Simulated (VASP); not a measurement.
# Sc in VASP: settings compared

Aim: see how the results for Sc move with the level of theory and the settings. Levels: revpbe exchange, lda correlation, PBE. Tasks: single point.

All numbers are computed with VASP 6.6.1; they aren't measurements. Logs are shortened: lines on timing, memory, paths and dates and some standing lists are left out, and cuts for length are marked.

## (1) The cell of the first run

The typed cell holds 1 atom: a = 3.143 Å, b = 3.192 Å, c = 3.259 Å, α = 109.49°, β = 105.56°, γ = 112.84°.

## (2) Single point, revpbe exchange, lda correlation

Contents of INCAR:

```
SYSTEM = Sc
PREC = Accurate
ENCUT = 500
EDIFF = 1E-6
ISMEAR = 1
SIGMA = 0.01
LREAL = .False.
LASPH = .True.
NELM = 120
ALGO = Normal
ISIF = 2
LWAVE = .False.
LCHARG = .False.
GGA = LIBXC
LIBXC1 = GGA_X_PBE_R
LIBXC2 = LDA_C_PW
NBANDS = 12
GGA_COMPAT = .False.
```

Contents of KPOINTS:

```
regular mesh
0
Gamma
  10 10 10
  0 0 0
```

Contents of POSCAR:

```
Sc
1.0
    3.1434507349      0.0000000000      0.0000000000
   -1.2388999924      2.9416322373      0.0000000000
   -0.8742133259     -1.5478315878      2.7310207915
Sc
1
Direct
   -0.0015380000      0.0199560000      0.0339160000
```

Potentials or basis: VASP PAW PBE potentials, release 64 (Sc_sv).

Command:

```
$ cat potpaw_PBE.64/Sc_sv/POTCAR > POTCAR
$ mpirun -np 1 vasp_std > vasp.out
```

OUTCAR:

```text
SYSTEM = Sc
   PREC = Accurate
   ENCUT = 500
   EDIFF = 1E-6
   ISMEAR = 1
   LREAL = .False.
   LASPH = .True.
   NELM = 120
   ISIF = 2
   GGA = LIBXC

 ion  position               nearest neighbor table
   1  0.998  0.020  0.034-

  LATTYP: Found a triclinic cell.
 ALAT       =     3.1434507349
 B/A-ratio  =     1.6790740626
 C/A-ratio  =     1.0290021115
 COS(alpha) =     0.0243226705
 COS(beta)  =     0.3185345515
 COS(gamma) =     0.8302915550

  Lattice vectors:

 A1 = (  -3.1434507349,   0.0000000000,   0.0000000000)
 A2 = (  -4.3823507273,   2.9416322373,   0.0000000000)
 A3 = (  -1.0303374166,  -1.3938006495,  -2.7310207915)

Analysis of symmetry for initial positions (statically):
=====================================================================
 Subroutine PRICEL returns:
 Original cell was already a primitive cell.

 Routine SETGRP: Setting up the symmetry group for a
 triclinic supercell.

 Subroutine GETGRP returns: Found  2 space group operations
 (whereof  1 operations were pure point group operations)
 out of a pool of  2 trial point group operations.

The static configuration has the point symmetry C_1 .
 The point group associated with its full space group is S_2 .

Analysis of symmetry for dynamics (positions and initial velocities):
=====================================================================
 Subroutine PRICEL returns:
 Original cell was already a primitive cell.

 Routine SETGRP: Setting up the symmetry group for a
 triclinic supercell.

 Subroutine GETGRP returns: Found  2 space group operations
 (whereof  1 operations were pure point group operations)
 out of a pool of  2 trial point group operations.

The dynamic configuration has the point symmetry C_1 .
 The point group associated with its full space group is S_2 .

 Subroutine INISYM returns: Found  2 space group operations
 (whereof  1 operations are pure point group operations),
 and found     1 'primitive' translations

----------------------------------------------------------------------------------------

                                     Primitive cell

  volume of cell :      25.2534

  direct lattice vectors                    reciprocal lattice vectors
     3.143450735  0.000000000  0.000000000     0.318121734  0.133980383  0.177766984
    -1.238899992  2.941632237  0.000000000     0.000000000  0.339947322  0.192668325
    -0.874213326 -1.547831588  2.731020792     0.000000000  0.000000000  0.366163452

  length of vectors
     3.143450735  3.191876158  3.258604936     0.388269599  0.390749619  0.366163452

  position of ions in fractional coordinates (direct lattice)
     0.998462000  0.019956000  0.033916000

  ion indices of the primitive-cell ions
   primitive index   ion index
                 1           1

----------------------------------------------------------------------------------------

 KPOINTS: regular mesh

Automatic generation of k-mesh.
 Grid dimensions read from file:
 generate k-points for:   10   10   10

 Generating k-lattice:

  Cartesian coordinates                     Fractional coordinates (reciprocal lattice)
     0.031812173  0.013398038  0.017776698     0.100000000  0.000000000  0.000000000
     0.000000000  0.033994732  0.019266833     0.000000000  0.100000000  0.000000000
     0.000000000  0.000000000  0.036616345     0.000000000  0.000000000  0.100000000

  Length of vectors
     0.038826960  0.039074962  0.036616345

  Shift w.r.t. Gamma in fractional coordinates (k-lattice)
     0.000000000  0.000000000  0.000000000

 Subroutine IBZKPT returns following result:
 ===========================================

 Found    504 irreducible k-points:

 Following reciprocal coordinates:
            Coordinates               Weight
  0.000000  0.000000  0.000000      1.000000
  0.100000 -0.000000  0.000000      2.000000
  0.200000 -0.000000  0.000000      2.000000
  0.300000 -0.000000  0.000000      2.000000
  0.400000  0.000000  0.000000      2.000000
  0.500000 -0.000000  0.000000      1.000000
[... 16 lines left out ...]
 -0.400000  0.200000 -0.000000      2.000000
 -0.300000  0.200000 -0.000000      2.000000
 [... further k-points ...]
   k-points           NKPTS =    504   k-points in BZ     NKDIM =    504   number of bands    NBANDS=     12
   number of dos      NEDOS =    301   number of ions     NIONS =      1
   total plane-waves  NPLWV =  13824
   dimension x,y,z NGX =    24 NGY =   24 NGZ =   24
   dimension x,y,z NGXF=    48 NGYF=   48 NGZF=   48
   ions per type =               1
   NGX,Y,Z   is equivalent  to a cutoff of  12.69, 12.50, 12.24 a.u.
   NGXF,Y,Z  is equivalent  to a cutoff of  25.39, 25.00, 24.49 a.u.
 SYSTEM =  Sc
   PREC   = accura    normal or accurate (medium, high low for compatibility)
   ISTART =      0    job   : 0-new  1-cont  2-samecut
   ICHARG =      2    charge: 1-file 2-atom 10-const
   ISPIN  =      1    spin polarized calculation?
   LNONCOLLINEAR =      F non collinear calculations
   LSORBIT =      F    spin-orbit coupling
   LASPH  =      T    aspherical Exc in radial PAW
   ENCUT  =  500.0 eV  36.75 Ry    6.06 a.u.   5.73  5.82  5.94*2*pi/ulx,y,z
   NELM   =    120;   NELMIN=  2; NELMDL= -5     # of ELM steps
   EDIFF  = 0.1E-05   stopping-criterion for ELM
   LREAL  =      F    real-space projection
   EDIFFG = 0.1E-04   stopping-criterion for IOM
   NSW    =      0    number of steps for IOM
   IBRION =     -1    ionic relax: 0-MD 1-quasi-New 2-CG
   NFREE  =      0    steps in history (QN), initial steepest desc. (CG)
   ISIF   =      2    stress and relaxation
   ISYM   =      2    0-nonsym 1-usesym 2-fastsym
   POTIM  = 0.5000    time-step for ionic-motion
   TEBEG  =    0.0;   TEEND  =   0.0 temperature during run
   PSTRESS=    0.0 pullay stress
   NELECT =      11.0000    total number of electrons
   NUPDOWN=      -1.0000    fix difference up-down
   EMIN   =  10.00;   EMAX   =-10.00  energy-range for DOS
   EFERMI =   0.00;   METHOD = LEGACY
   ISMEAR =     1;   SIGMA  =   0.01  broadening in eV -4-tet -1-fermi 0-gaus
   EFERMI_NEDOS =   21; number of points for ismear=-14 and -15
   IALGO  =     38    algorithm
   IMIX   =      4    mixing-type and parameters
     AMIX     =   0.40;   BMIX     =  1.00
     AMIX_MAG =   1.60;   BMIX_MAG =  1.00
  volume/ion in A,a.u.               =      25.25       170.42
  Fermi-wavevector in a.u.,A,eV,Ry     =   1.240983  2.345117 20.953488  1.540038
  Thomas-Fermi vector in A             =   2.375400
   LORBIT       =      0    0 simple, 1 ext, 2 COOP (PROOUT), +10 PAW based schemes
   GGA     = LIBXC    functional components
   LHFCALC =     F    Hartree Fock is set to
   AEXX    =    0.0000 exact exchange contribution
   IVDW    =     0    specifies the selected vdW correction
   LEPSILON=     F    determine dielectric tensor
   LRPA    =     F    only Hartree local field effects (RPA)
 non-spin polarized calculation
 Methfessel and Paxton  Order N= 1 SIGMA  =   0.01
  energy-cutoff  :      500.00
  volume of cell :       25.25
 maximum number of plane-waves:       654
   NGX = 11   NGY = 11   NGZ = 11

 number of electron      11.0000000 magnetization

 Free energy of the ion-electron system (eV)
  ---------------------------------------------------
  ext. energy  EPLUGINS =         0.00000000
  ---------------------------------------------------
  free energy    TOTEN  =        -4.82161925 eV

  energy without entropy =       -4.82164103  energy(sigma->0) =       -4.82162651

 E-fermi :   3.7497     XC(G=0):  -9.5964

 val. band max:        3.7477470027   @ k =   0.0000   0.1000   0.5000
 cond. band min:       3.7503708062   @ k =   0.3000  -0.0000   0.5000
 fundamental gap:      0.0026238035
 Fermi energy:         3.7496667472

 k-point     1 :       0.0000    0.0000    0.0000
  band No.  band energies     occupation
      1     -46.1072      2.00000
      2     -24.5374      2.00000
      3     -24.5217      2.00000
      4     -24.5117      2.00000
      5      -1.2991      2.00000
      6       4.8164      0.00000
      7       5.1435      0.00000
      8       5.4726      0.00000
      9       6.0633      0.00000
     10       6.6213      0.00000
     11      17.0054      0.00000
     12      17.8185      0.00000

 k-point     2 :       0.1000   -0.0000    0.0000
  band No.  band energies     occupation
      1     -46.1014      2.00000
      2     -24.5601      2.00000
      3     -24.5408      2.00000
      4     -24.5188      2.00000
      5      -1.0310      2.00000
      6       4.8718      0.00000
      7       5.1063      0.00000
      8       5.4633      0.00000
      9       6.0333      0.00000
     10       6.5187      0.00000
     11      17.0238      0.00000
     12      17.8766      0.00000

 k-point     3 :       0.2000   -0.0000    0.0000
  band No.  band energies     occupation
      1     -46.0862      2.00000
      2     -24.6520      2.00000
      3     -24.5718      2.00000
      4     -24.5224      2.00000
      5      -0.2748      2.00000
      6       4.7010      0.00000
      7       4.8430      0.00000
      8       5.8004      0.00000
      9       6.0864      0.00000
     10       6.4043      0.00000
     11      15.8922      0.00000
     12      16.6741      0.00000
[... 286 lines left out ...]
 k-point    23 :      -0.4000    0.2000   -0.0000
  band No.  band energies     occupation
      1     -46.0585      2.00000
      2     -24.8064      2.00000
      3     -24.6122      2.00000
      4     -24.5470      2.00000
      5       1.3459      2.00000
      6       3.9778      0.00000
      7       4.5063      0.00000
      8       5.9979      0.00000
      9       6.3705      0.00000
     10       7.2460      0.00000
     11      13.3895      0.00000
     12      14.0057      0.00000

 k-point    24 :      -0.3000    0.2000   -0.0000
  band No.  band energies     occupation
      1     -46.0738      2.00000
      2     -24.7341      2.00000
      3     -24.5711      2.00000
      4     -24.5365      2.00000
      5       0.3471      2.00000
      6       4.3902      0.00000
      7       4.8524      0.00000
      8       5.7519      0.00000
      9       6.3422      0.00000
     10       6.5084      0.00000
     11      14.3684      0.00000
     12      16.0244      0.00000

 [... further k-points ...]

------------------------ aborting loop because EDIFF is reached ----------------------------------------

  FORCE on cell =-STRESS in cart. coord.  units (eV):
  Direction    XX          YY          ZZ          XY          YZ          ZX
  --------------------------------------------------------------------------------------
  -------------------------------------------------------------------------------------
  Total        0.5573037      0.3925033      0.2253755     -0.0361392     -0.0281326      0.0731676
  in kB       35.3575756     24.9019792     14.2987254     -2.2928182     -1.7848432      4.6420449
  external PRESSURE =      24.8527601 kB  Pullay stress =       0.0000000 kB

 VOLUME and BASIS-vectors are now :
 -----------------------------------------------------------------------------
  energy-cutoff  :      500.00
  volume of cell :       25.25
      direct lattice vectors                 reciprocal lattice vectors
     3.143450735  0.000000000  0.000000000     0.318121734  0.133980383  0.177766984
    -1.238899992  2.941632237  0.000000000     0.000000000  0.339947322  0.192668325
    -0.874213326 -1.547831588  2.731020792     0.000000000  0.000000000  0.366163452

 POSITION                                       TOTAL-FORCE (eV/Angst)
 -----------------------------------------------------------------------------------
      3.08424      0.00621      0.09263         0.000000      0.000000      0.000000
 -----------------------------------------------------------------------------------
    total drift:                               -0.000005      0.000002     -0.000007

  FREE ENERGIE OF THE ION-ELECTRON SYSTEM (eV)
  ---------------------------------------------------
  free  energy   TOTEN  =        -4.8216192515 eV

  energy  without entropy=       -4.8216410349  energy(sigma->0) =       -4.82162651
```

Run time: 84 s. Hardware: 1 thread of AMD EPYC 7R13 (Zen 3), shared host; peak memory 0.22 GiB.

Results:

| Item | Value |
| --- | --- |
| Free energy | -4.8216 eV |
| Pressure | 2.5 GPa |
| Band gap on the k mesh | zero (an odd number of electrons rules out a gap without spin polarisation) |

Levels at points of the mesh, in eV from the Fermi level:
| k point | band 3 | band 4 | band 5 | band 6 | band 7 | band 8 |
| --- | --- | --- | --- | --- | --- | --- |
| (0.00, 0.00, 0.00) | -28.27 | -28.26 | -5.05 | 1.07 | 1.39 | 1.72 |
| (0.50, 0.00, 0.00) | -28.40 | -28.28 | -1.66 | 0.26 | 0.69 | 2.42 |
| (0.00, 0.50, 0.00) | -28.40 | -28.29 | -1.65 | -0.03 | 0.75 | 2.80 |
| (0.50, 0.50, 0.00) | -28.37 | -28.27 | -1.70 | 0.45 | 0.72 | 2.17 |
| (0.00, 0.00, 0.50) | -28.34 | -28.27 | -1.80 | 0.11 | 0.61 | 2.31 |
| (0.50, 0.00, 0.50) | -28.40 | -28.29 | -1.64 | -0.01 | 0.82 | 2.76 |
| (0.00, 0.50, 0.50) | -28.38 | -28.28 | -1.69 | 0.22 | 0.51 | 2.52 |
| (0.50, 0.50, 0.50) | -28.51 | -28.47 | -1.30 | -1.13 | 3.47 | 3.64 |

Caveat: the PAW data sets were made with another functional, which shifts forces and pressure a little.

## (3) Single point, PBE

This run uses another cell than the first one, of the same volume but with other edges.

Contents of INCAR:

```
SYSTEM = Sc
  PREC = Accurate
  ENCUT = 500
  EDIFF = 1E-6
  ISMEAR = 0
  SIGMA = 0.05
  LREAL = .FALSE.
  LASPH = .TRUE.
  NELM = 120
  ALGO = Normal
  ISIF = 2
  LWAVE = .FALSE.
  LCHARG = .FALSE.
  GGA = PE
  NBANDS = 12
  GGA_COMPAT = .FALSE.
```

Contents of KPOINTS:

```
Automatic mesh
0
G
  8 8 8
  0 0 0
```

Contents of POSCAR:

```
Sc
1.0
   -1.9172054859      1.9172054859      1.7176030000
    1.9172054859     -1.9172054859      1.7176030000
    1.9172054859      1.9172054859     -1.7176030000
Sc
1
Direct
    0.0000000000      0.0000000000      0.0000000000
```

Potentials or basis: VASP PAW PBE potentials, release 64 (Sc_sv).

Command:

```
$ cat potpaw_PBE.64/Sc_sv/POTCAR > POTCAR
$ mpirun -np 1 vasp_std > vasp.out
```

It took 9.4 s on 1 thread of Intel Xeon 8259CL, shared host; peak memory 0.14 GiB.

It converged, with:

```
Free energy            : -6.1428 eV
Pressure               : -0.9 GPa
Band gap on the k mesh : zero (an odd number of electrons rules out a gap without spin polarisation)
```

Stress tensor (GPa, compression positive):
```
-1.22  0.00  0.00
 0.00 -1.22  0.00
 0.00  0.00 -0.16
```

Levels at points of the mesh, in eV from the Fermi level:
| k point | band 2 | band 3 | band 4 | band 5 | band 6 | band 7 | band 8 | band 9 |
| --- | --- | --- | --- | --- | --- | --- | --- | --- |
| (0.00, 0.00, 0.00) | -28.06 | -28.06 | -28.03 | -5.16 | 1.03 | 1.72 | 1.72 | 2.35 |
| (0.50, 0.00, 0.00) | -28.41 | -28.18 | -28.07 | -1.67 | 0.08 | 0.65 | 2.75 | 3.46 |
| (0.50, 0.50, 0.00) | -28.42 | -28.12 | -28.05 | -1.81 | 0.08 | 0.87 | 2.26 | 2.88 |
| (0.50, 0.50, 0.50) | -28.33 | -28.33 | -28.23 | -1.26 | -1.04 | 3.74 | 3.74 | 3.87 |

## (4) Single point, PBE

This run uses another cell than the first one, of the same volume but with other edges.

Contents of INCAR:

```
SYSTEM = Sc
PREC     = Accurate       ! precision mode
ENCUT    = 500            ! plane-wave cutoff, eV
EDIFF    = 1E-6           ! SCF threshold, eV
ISMEAR   = 0              ! smearing method
SIGMA    = 0.1            ! smearing width, eV
LREAL    = .False.        ! projectors in reciprocal space
LASPH    = .True.         ! aspherical terms in the spheres
NELM     = 120            ! most SCF steps
ALGO     = Normal         ! electronic algorithm
ISIF     = 2              ! what is computed and relaxed
LWAVE    = .False.        ! write WAVECAR
LCHARG   = .False.        ! write CHGCAR
GGA      = PE             ! functional
NBANDS   = 12             ! bands
GGA_COMPAT= .False.
```

Contents of KPOINTS:

```
regular mesh
0
Gamma
  9 9 9
  0 0 0
```

POSCAR is that of step 3.

Command:

```
$ cat potpaw_PBE.64/Sc_sv/POTCAR > POTCAR
$ mpirun -np 1 vasp_std > vasp.out
```

It took 17 s on 1 thread of Intel Xeon 8259CL, shared host; peak memory 0.15 GiB.

The run converged. Its results:

* Free energy: -6.1461 eV
* Pressure: -0.7 GPa
* Band gap on the k mesh: zero (an odd number of electrons rules out a gap without spin polarisation)

Stress tensor (GPa, compression positive):
```
-1.06  0.00  0.00
 0.00 -1.06  0.00
 0.00  0.00  0.04
```

Levels at points of the mesh, in eV from the Fermi level:
```
           k point  band 2  band 3  band 4  band 5  band 6  band 7  band 8  band 9
(0.00, 0.00, 0.00)  -28.08  -28.08  -28.05   -5.19    1.01    1.70    1.70    2.33
```

## (5) Summary

| level | cell | k mesh | smearing | gap on the mesh (eV) | pressure (GPa) |
| --- | --- | --- | --- | --- | --- |
| revpbe exchange, lda correlation | a = 3.143, b = 3.192, c = 3.259 Å, angles 109.5, 105.6, 112.8°, 1 atom | 10 × 10 × 10 | methfessel-paxton 0.01 eV | none | 2.5 |
| PBE | a = 3.210 Å, angles 106.6, 106.6, 115.3°, 1 atom | 8 × 8 × 8 | gaussian 0.05 eV | none | -0.9 |
| PBE | a = 3.210 Å, angles 106.6, 106.6, 115.3°, 1 atom | 9 × 9 × 9 | gaussian 0.1 eV | none | -0.7 |

Alike in all rows: task single point; potentials or basis VASP PAW PBE potentials, release 64 (Sc_sv); no spin polarisation; cutoff (eV) 500.

Caveats: the PAW data sets were made with another functional, which shifts forces and pressure a little (at least some runs).

Total energies depend on the potentials used, so only differences within one code and one set of settings carry meaning.
